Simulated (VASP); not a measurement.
# Au (Cmcm) in VASP: further runs, part 2 of 2

VASP 6.6.1.

### Step 3. Single point, PBE

This run uses another cell than the first one, of 18.02 Å³/atom, 1.021 times its volume.

Input file INCAR:

```
SYSTEM = Au
PREC     = Accurate       ! precision mode
ENCUT    = 520            ! plane-wave cutoff, eV
EDIFF    = 1E-7           ! SCF threshold, eV
ISMEAR   = 0              ! smearing method
SIGMA    = 0.15           ! smearing width, eV
LREAL    = .FALSE.        ! projectors in reciprocal space
LASPH    = .TRUE.         ! aspherical terms in the spheres
NELM     = 100            ! most SCF steps
ALGO     = Fast           ! electronic algorithm
ISIF     = 2              ! what is computed and relaxed
LWAVE    = .FALSE.        ! write WAVECAR
LCHARG   = .TRUE.         ! write CHGCAR
GGA      = PE             ! functional
LELF     = .TRUE.         ! ELF
LVHAR    = .TRUE.       
NBANDS   = 18             ! bands
```

Input file KPOINTS:

```
regular mesh
0
G
  14 14 8
  0 0 0
```

Input file POSCAR:

```
Au
1.0
    1.4327106727     -2.5703810381      0.0000000000
    1.4327106727      2.5703810381      0.0000000000
    0.0000000000      0.0000000000      4.8921328885
Au
2
Direct
    0.6639514438      0.3360485562      0.2500000000
    0.3360485562      0.6639514438      0.7500000000
```

Potentials or basis: VASP PAW PBE potentials, release 64 (Au).

On the command line:

```bash
cat potpaw_PBE.64/Au/POTCAR > POTCAR
mpirun -np 1 vasp_std > vasp.out
```

OUTCAR:

```text
SYSTEM = Au
   PREC = Accurate
   ENCUT = 520
   EDIFF = 1E-7
   ISMEAR = 0
   LREAL = .FALSE.
   LASPH = .TRUE.
   NELM = 100
   ISIF = 2
   GGA = PE

 ion  position               nearest neighbor table
   1  0.664  0.336  0.250-   2 2.97   2 2.97   2 2.97   2 2.97   2 2.97   2 2.97
   2  0.336  0.664  0.750-   1 2.97   1 2.97   1 2.97   1 2.97   1 2.97   1 2.97

  LATTYP: Found a base centered orthorhombic cell.
 ALAT       =     2.8654213454
 B/A-ratio  =     1.7940684655
 C/A-ratio  =     1.7072996599

  Lattice vectors:

 A1 = (   1.4327106727,  -2.5703810381,   0.0000000000)
 A2 = (   1.4327106727,   2.5703810381,   0.0000000000)
 A3 = (   0.0000000000,   0.0000000000,   4.8921328885)

Analysis of symmetry for initial positions (statically):
=====================================================================
 Subroutine PRICEL returns:
 Original cell was already a primitive cell.

 Routine SETGRP: Setting up the symmetry group for a
 base centered orthorhombic supercell.

 Subroutine GETGRP returns: Found  8 space group operations
 (whereof  4 operations were pure point group operations)
 out of a pool of  8 trial point group operations.

The static configuration has the point symmetry C_2h.
 The point group associated with its full space group is D_2h.

Analysis of symmetry for dynamics (positions and initial velocities):
=====================================================================
 Subroutine PRICEL returns:
 Original cell was already a primitive cell.

 Routine SETGRP: Setting up the symmetry group for a
 base centered orthorhombic supercell.

 Subroutine GETGRP returns: Found  8 space group operations
 (whereof  4 operations were pure point group operations)
 out of a pool of  8 trial point group operations.

The dynamic configuration has the point symmetry C_2h.
 The point group associated with its full space group is D_2h.

 Subroutine INISYM returns: Found  8 space group operations
 (whereof  4 operations are pure point group operations),
 and found     1 'primitive' translations

----------------------------------------------------------------------------------------
[... 116 lines left out ...]
  Thomas-Fermi vector in A             =   2.512934
   LORBIT       =      0    0 simple, 1 ext, 2 COOP (PROOUT), +10 PAW based schemes
   GGA     = PE    functional components
   LHFCALC =     F    Hartree Fock is set to
   AEXX    =    0.0000 exact exchange contribution
   IVDW    =     0    specifies the selected vdW correction
   LEPSILON=     F    determine dielectric tensor
   LRPA    =     F    only Hartree local field effects (RPA)
 non-spin polarized calculation
 RMM-DIIS sequential band-by-band and
 Gauss-broadening in eV      SIGMA  =   0.15
  energy-cutoff  :      520.00
  volume of cell :       36.03
 maximum number of plane-waves:       990
 NGX is ok and might be reduce to    24
   NGX = 11   NGY = 11   NGZ = 19

 number of electron      21.9999999 magnetization

 Free energy of the ion-electron system (eV)
  ---------------------------------------------------
  ext. energy  EPLUGINS =         0.00000000
  ---------------------------------------------------
  free energy    TOTEN  =        -6.42547504 eV

  energy without entropy =       -6.41738504  energy(sigma->0) =       -6.42143004

 E-fermi :   8.5571     XC(G=0): -12.3845

 val. band max:        8.5438997333   @ k =   0.1429   0.1429   0.2500
 cond. band min:       8.5580723679   @ k =   0.5000   0.0714   0.0000
 fundamental gap:      0.0141726346
 Fermi energy:         8.5570811278

 k-point     1 :       0.0000    0.0000    0.0000
  band No.  band energies     occupation
      1      -0.7091      2.00000
      2       1.6660      2.00000
      3       3.9890      2.00000
      4       4.0415      2.00000
      5       4.3820      2.00000
      6       4.4877      2.00000
[... 481 lines left out ...]
      5       4.0769      2.00000
      6       4.5041      2.00000
[... 10 lines left out ...]
     17      21.9285      0.00000
     18      23.2998      0.00000

 [... further k-points ...]

------------------------ aborting loop because EDIFF is reached ----------------------------------------

  FORCE on cell =-STRESS in cart. coord.  units (eV):
  Direction    XX          YY          ZZ          XY          YZ          ZX
  --------------------------------------------------------------------------------------
  -------------------------------------------------------------------------------------
  Total       -0.0523099     -0.0458123     -0.0677070      0.0000000      0.0000000      0.0000000
  in kB       -2.3260030     -2.0370810     -3.0106494      0.0000000      0.0000000      0.0000000
  external PRESSURE =      -2.4579111 kB  Pullay stress =       0.0000000 kB

 VOLUME and BASIS-vectors are now :
 -----------------------------------------------------------------------------
  energy-cutoff  :      520.00
  volume of cell :       36.03
      direct lattice vectors                 reciprocal lattice vectors
     1.432710673 -2.570381038  0.000000000     0.348988815 -0.194523688  0.000000000
     1.432710673  2.570381038  0.000000000     0.348988815  0.194523688  0.000000000
     0.000000000  0.000000000  4.892132888     0.000000000  0.000000000  0.204409819

 POSITION                                       TOTAL-FORCE (eV/Angst)
 -----------------------------------------------------------------------------------
      1.43271     -0.84284      1.22303         0.000000      0.003582     -0.000000
      1.43271      0.84284      3.66910         0.000000     -0.003582      0.000000
 -----------------------------------------------------------------------------------
    total drift:                               -0.000000     -0.000000     -0.000000

  FREE ENERGIE OF THE ION-ELECTRON SYSTEM (eV)
  ---------------------------------------------------
  free  energy   TOTEN  =        -6.4254750400 eV

  energy  without entropy=       -6.4173850354  energy(sigma->0) =       -6.42143004
```

Run time: 1.9 min. Hardware: 1 thread of Intel Xeon Platinum 8375C at 2.90GHz (Ice Lake), shared host; peak memory 0.27 GiB.

What came out:

- Free energy: -6.4255 eV
- Pressure: -0.2 GPa
- Largest force: 0.004 eV/Å
- Band gap on the k mesh: zero (band 11 reaches 12.29 eV, above the bottom of band 12 at 6.05 eV)

Forces in eV/Å, atoms in the order of the input:
```
Au   0.000  0.004  0.000
Au   0.000 -0.004  0.000
```

Stress tensor (GPa, compression positive):
```
-0.23  0.00  0.00
 0.00 -0.20  0.00
 0.00  0.00 -0.30
```

Caveat: spin-orbit coupling is left out, which moves the levels of the heavy elements.
